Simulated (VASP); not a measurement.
# Na (Im-3m) in VASP: further runs

Runs on Na. Level: PBEsol. Tasks: single point.

Everything below comes from runs of VASP 6.6.1. Logs are shortened: lines on timing, memory, paths and dates and some standing lists are left out, and cuts for length are marked.

## 1. The cell of the first run

It takes space group Im-3m (No. 229, cubic). Conventional cell: a = 4.149 Å, b = 4.149 Å, c = 4.149 Å, α = 90.00°, β = 90.00°, γ = 90.00°. Na (site symmetry m-3m) has 14 Na at 3.59 to 4.15 Å within 4.7 Å.

## 2. Single point, PBEsol (volume scaled by 0.9405)

The input, INCAR:

```
SYSTEM = Na
PREC = Accurate
ENCUT = 520
EDIFF = 1E-6
ISMEAR = -1
SIGMA = 0.05
LREAL = .FALSE.
LASPH = .TRUE.
NELM = 100
ALGO = Normal
ISIF = 2
LWAVE = .FALSE.
LCHARG = .FALSE.
GGA = PS
NBANDS = 10
```

The input, KPOINTS:

```
regular mesh
0
G
  12 12 12
  0 0 0
```

The input, POSCAR:

```
Na
1.0
   -2.0746412990      2.0746412990      2.0746412990
    2.0746412990     -2.0746412990      2.0746412990
    2.0746412990      2.0746412990     -2.0746412990
Na
1
Direct
    0.0000000000      0.0000000000      0.0000000000
```

Potentials or basis: VASP PAW PBE potentials, release 64 (Na_pv).

The run is started by

```console
$ cat potpaw_PBE.64/Na_pv/POTCAR > POTCAR
$ mpirun -np 1 vasp_std > vasp.out
```

OUTCAR:

```text
SYSTEM = Na
   PREC = Accurate
   ENCUT = 520
   EDIFF = 1E-6
   ISMEAR = -1
   LREAL = .FALSE.
   LASPH = .TRUE.
   NELM = 100
   ISIF = 2
   GGA = PS

 ion  position               nearest neighbor table
   1  0.000  0.000  0.000-

  LATTYP: Found a body centered cubic cell.
 ALAT       =     4.1492825980

  Lattice vectors:

 A1 = (  -2.0746412990,   2.0746412990,   2.0746412990)
 A2 = (   2.0746412990,  -2.0746412990,   2.0746412990)
 A3 = (   2.0746412990,   2.0746412990,  -2.0746412990)

Analysis of symmetry for initial positions (statically):
=====================================================================
 Subroutine PRICEL returns:
 Original cell was already a primitive cell.

 Routine SETGRP: Setting up the symmetry group for a
 body centered cubic supercell.

 Subroutine GETGRP returns: Found 48 space group operations
 (whereof 48 operations were pure point group operations)
 out of a pool of 48 trial point group operations.

The static configuration has the point symmetry O_h .

Analysis of symmetry for dynamics (positions and initial velocities):
=====================================================================
 Subroutine PRICEL returns:
 Original cell was already a primitive cell.

 Routine SETGRP: Setting up the symmetry group for a
 body centered cubic supercell.

 Subroutine GETGRP returns: Found 48 space group operations
 (whereof 48 operations were pure point group operations)
 out of a pool of 48 trial point group operations.

The dynamic configuration has the point symmetry O_h .

 Subroutine INISYM returns: Found 48 space group operations
 (whereof 48 operations are pure point group operations),
 and found     1 'primitive' translations

----------------------------------------------------------------------------------------

                                     Primitive cell

  volume of cell :      35.7182

  direct lattice vectors                    reciprocal lattice vectors
    -2.074641299  2.074641299  2.074641299     0.000000000  0.241005518  0.241005518
     2.074641299 -2.074641299  2.074641299     0.241005518  0.000000000  0.241005518
     2.074641299  2.074641299 -2.074641299     0.241005518  0.241005518  0.000000000

  length of vectors
     3.593384137  3.593384137  3.593384137     0.340833272  0.340833272  0.340833272

  position of ions in fractional coordinates (direct lattice)
     0.000000000  0.000000000  0.000000000

  ion indices of the primitive-cell ions
   primitive index   ion index
                 1           1

----------------------------------------------------------------------------------------

 KPOINTS: regular mesh

Automatic generation of k-mesh.
 Grid dimensions read from file:
 generate k-points for:   12   12   12

 Generating k-lattice:

  Cartesian coordinates                     Fractional coordinates (reciprocal lattice)
     0.000000000  0.020083793  0.020083793     0.083333333  0.000000000  0.000000000
     0.020083793  0.000000000  0.020083793     0.000000000  0.083333333  0.000000000
     0.020083793  0.020083793  0.000000000     0.000000000  0.000000000  0.083333333

  Length of vectors
     0.028402773  0.028402773  0.028402773

  Shift w.r.t. Gamma in fractional coordinates (k-lattice)
     0.000000000  0.000000000  0.000000000

 Subroutine IBZKPT returns following result:
 ===========================================

 Found     72 irreducible k-points:

 Following reciprocal coordinates:
            Coordinates               Weight
  0.000000  0.000000  0.000000      1.000000
  0.083333  0.000000  0.000000     12.000000
  0.166667  0.000000  0.000000     12.000000
  0.250000  0.000000  0.000000     12.000000
  0.333333  0.000000  0.000000     12.000000
  0.416667  0.000000  0.000000     12.000000
[... 16 lines left out ...]
  0.333333  0.083333  0.083333     24.000000
  0.416667  0.083333  0.083333     12.000000
 [... further k-points ...]
   k-points           NKPTS =     72   k-points in BZ     NKDIM =     72   number of bands    NBANDS=     10
   number of dos      NEDOS =    301   number of ions     NIONS =      1
   total plane-waves  NPLWV =  21952
   dimension x,y,z NGX =    28 NGY =   28 NGZ =   28
   dimension x,y,z NGXF=    56 NGYF=   56 NGZF=   56
   ions per type =               1
   NGX,Y,Z   is equivalent  to a cutoff of  12.95, 12.95, 12.95 a.u.
   NGXF,Y,Z  is equivalent  to a cutoff of  25.91, 25.91, 25.91 a.u.
 SYSTEM =  Na
   PREC   = accura    normal or accurate (medium, high low for compatibility)
   ISTART =      0    job   : 0-new  1-cont  2-samecut
   ICHARG =      2    charge: 1-file 2-atom 10-const
   ISPIN  =      1    spin polarized calculation?
   LNONCOLLINEAR =      F non collinear calculations
   LSORBIT =      F    spin-orbit coupling
   LASPH  =      T    aspherical Exc in radial PAW
   ENCUT  =  520.0 eV  38.22 Ry    6.18 a.u.   6.68  6.68  6.68*2*pi/ulx,y,z
   NELM   =    100;   NELMIN=  2; NELMDL= -5     # of ELM steps
   EDIFF  = 0.1E-05   stopping-criterion for ELM
   LREAL  =      F    real-space projection
   EDIFFG = 0.1E-04   stopping-criterion for IOM
   NSW    =      0    number of steps for IOM
   IBRION =     -1    ionic relax: 0-MD 1-quasi-New 2-CG
   NFREE  =      0    steps in history (QN), initial steepest desc. (CG)
   ISIF   =      2    stress and relaxation
   ISYM   =      2    0-nonsym 1-usesym 2-fastsym
   POTIM  = 0.5000    time-step for ionic-motion
   TEBEG  =    0.0;   TEEND  =   0.0 temperature during run
   PSTRESS=    0.0 pullay stress
   NELECT =       7.0000    total number of electrons
   NUPDOWN=      -1.0000    fix difference up-down
   EMIN   =  10.00;   EMAX   =-10.00  energy-range for DOS
   EFERMI =   0.00;   METHOD = LEGACY
   ISMEAR =    -1;   SIGMA  =   0.05  broadening in eV -4-tet -1-fermi 0-gaus
   EFERMI_NEDOS =   21; number of points for ismear=-14 and -15
   IALGO  =     38    algorithm
   IMIX   =      4    mixing-type and parameters
     AMIX     =   0.40;   BMIX     =  1.00
     AMIX_MAG =   1.60;   BMIX_MAG =  1.00
  volume/ion in A,a.u.               =      35.72       241.04
  Fermi-wavevector in a.u.,A,eV,Ry     =   0.950921  1.796980 12.303082  0.904251
  Thomas-Fermi vector in A             =   2.079343
   LORBIT       =      0    0 simple, 1 ext, 2 COOP (PROOUT), +10 PAW based schemes
   GGA     = PS    functional components
   LHFCALC =     F    Hartree Fock is set to
   AEXX    =    0.0000 exact exchange contribution
   IVDW    =     0    specifies the selected vdW correction
   LEPSILON=     F    determine dielectric tensor
   LRPA    =     F    only Hartree local field effects (RPA)
 non-spin polarized calculation
  energy-cutoff  :      520.00
  volume of cell :       35.72
 maximum number of plane-waves:       978
   NGX = 13   NGY = 13   NGZ = 13

 number of electron       6.9999988 magnetization

 Free energy of the ion-electron system (eV)
  ---------------------------------------------------
  ext. energy  EPLUGINS =         0.00000000
  ---------------------------------------------------
  free energy    TOTEN  =        -1.39918623 eV

  energy without entropy =       -1.39389240  energy(sigma->0) =       -1.39653932

 E-fermi :   0.3751     XC(G=0):  -6.6001

 val. band max:        0.3384230295   @ k =  -0.3333   0.4167   0.1667
 cond. band min:       0.4521673175   @ k =   0.3333   0.1667   0.0000
 fundamental gap:      0.1137442881
 Fermi energy:         0.3750969405

 k-point     1 :       0.0000    0.0000    0.0000
  band No.  band energies     occupation
      1     -24.3435      2.00000
      2     -24.3435      2.00000
      3     -24.3435      2.00000
      4      -2.9444      2.00000
      5      12.3882      0.00000
      6      12.3882      0.00000
      7      12.3882      0.00000
      8      13.4155      0.00000
      9      13.4155      0.00000
     10      13.9735      0.00000

 k-point     2 :       0.0833    0.0000    0.0000
  band No.  band energies     occupation
      1     -24.3463      2.00000
      2     -24.3445      2.00000
      3     -24.3435      2.00000
      4      -2.8188      2.00000
      5      10.8631      0.00000
      6      11.6456      0.00000
      7      11.9551      0.00000
      8      12.5324      0.00000
      9      12.8463      0.00000
     10      14.3732      0.00000

 k-point     3 :       0.1667    0.0000    0.0000
  band No.  band energies     occupation
      1     -24.3539      2.00000
      2     -24.3470      2.00000
      3     -24.3435      2.00000
      4      -2.4439      2.00000
      5       8.6438      0.00000
      6      10.6499      0.00000
      7      11.2479      0.00000
      8      11.5874      0.00000
      9      12.4882      0.00000
     10      14.5839      0.00000

 k-point     4 :       0.2500    0.0000    0.0000
  band No.  band energies     occupation
      1     -24.3643      2.00000
      2     -24.3504      2.00000
      3     -24.3435      2.00000
      4      -1.8254      2.00000
      5       6.5595      0.00000
      6       9.8345      0.00000
      7      10.6359      0.00000
      8      10.8440      0.00000
      9      11.9820      0.00000
     10      15.1078      0.00000
[... 222 lines left out ...]
 k-point    22 :       0.2500    0.0833    0.0833
  band No.  band energies     occupation
      1     -24.3749      2.00000
      2     -24.3538      2.00000
      3     -24.3459      2.00000
      4      -0.7315      2.00000
      5       4.8490      0.00000
      6       7.2090      0.00000
      7       8.4264      0.00000
      8      12.8103      0.00000
      9      13.5341      0.00000
     10      15.9655      0.00000

 k-point    23 :       0.3333    0.0833    0.0833
  band No.  band energies     occupation
      1     -24.3800      2.00000
      2     -24.3575      2.00000
      3     -24.3460      2.00000
      4       0.3350      1.38053
      5       3.1750      0.00000
      6       6.8671      0.00000
      7       8.0823      0.00000
      8      12.4873      0.00000
      9      13.3218      0.00000
     10      16.6917      0.00000

 k-point    24 :       0.4167    0.0833    0.0833
  band No.  band energies     occupation
      1     -24.3818      2.00000
      2     -24.3589      2.00000
      3     -24.3461      2.00000
      4       1.3912      0.00000
      5       1.9152      0.00000
      6       6.7531      0.00000
      7       7.9676      0.00000
      8      12.3785      0.00000
      9      13.2419      0.00000
     10      17.1507      0.00000

 [... further k-points ...]
[... 5 lines left out ...]
  --------------------------------------------------------------------------------------
  -------------------------------------------------------------------------------------
  Total        0.0250928      0.0250928      0.0250928     -0.0000000     -0.0000000      0.0000000
  in kB        1.1255637      1.1255637      1.1255637     -0.0000000     -0.0000000      0.0000000
  external PRESSURE =       1.1255637 kB  Pullay stress =       0.0000000 kB

 VOLUME and BASIS-vectors are now :
 -----------------------------------------------------------------------------
  energy-cutoff  :      520.00
  volume of cell :       35.72
      direct lattice vectors                 reciprocal lattice vectors
    -2.074641299  2.074641299  2.074641299     0.000000000  0.241005518  0.241005518
     2.074641299 -2.074641299  2.074641299     0.241005518  0.000000000  0.241005518
     2.074641299  2.074641299 -2.074641299     0.241005518  0.241005518  0.000000000

 POSITION                                       TOTAL-FORCE (eV/Angst)
 -----------------------------------------------------------------------------------
      0.00000      0.00000      0.00000        -0.000000     -0.000000      0.000000
 -----------------------------------------------------------------------------------
    total drift:                                0.000000     -0.000000      0.000000

  FREE ENERGIE OF THE ION-ELECTRON SYSTEM (eV)
  ---------------------------------------------------
  free  energy   TOTEN  =        -1.3991862292 eV

  energy  without entropy=       -1.3938924028  energy(sigma->0) =       -1.39653932
```

It took 16 s on 1 thread of AMD EPYC 7R43 (Zen 3), shared host; peak memory 0.12 GiB.

Results:

```
Free energy : -1.3992 eV
Pressure    : 0.1 GPa
```

Levels at points of the mesh, in eV from the Fermi level:
```tsv
k point	band 1	band 2	band 3	band 4	band 5	band 6	band 7	band 8
(0.00, 0.00, 0.00)	-24.72	-24.72	-24.72	-3.32	12.01	12.01	12.01	13.04
(0.50, 0.00, 0.00)	-24.76	-24.73	-24.72	0.80	1.30	8.39	9.45	9.51
(0.50, 0.50, 0.50)	-24.75	-24.75	-24.75	4.61	4.61	5.05	5.05	5.05
```

Caveat: the PAW data sets were made with another functional, which shifts forces and pressure a little.

(Continued in part 2 of 2.)
